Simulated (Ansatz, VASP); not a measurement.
## CaO in VASP and in Ansatz

```xyz
2
Lattice="0.0000 2.4490 2.3510 2.4490 0.0000 2.3510 2.4490 2.4490 0.0000" Properties=species:S:1:pos:R:3 pbc="T T T"
Ca    0.0000    0.0000    0.0000
O     2.4490    2.4490    2.3510
```

Change from the starting cell: strain +0.000 along x and y, -0.040 along z, atoms carried along.

Alike in both runs: task single point; functional r2SCAN; k mesh 8 × 8 × 8; occupations gaussian, width 0.05 eV; no spin polarisation.

```csv
,VASP,Ansatz
version,VASP 6.6.1,Ansatz 0.2.0
potentials or method,"VASP PAW PBE potentials, release 64 (Ca_sv, O), cutoff 520 eV","scalar-relativistic, plane waves, PAW"
valence electrons in the cell,16,16
```

```csv
,VASP,Ansatz,Ansatz less VASP
gap on the k mesh at the Fermi level (eV),4.03,4.05,+0.015
least direct gap on the mesh (eV),4.54,4.56,+0.016
pressure (GPa),-1.2,-2.1,-0.97
"traceless stress, the component that is largest in VASP (GPa)",4.78,4.45,-0.337
```

VASP's potentials were made for PBE, not for r2SCAN.
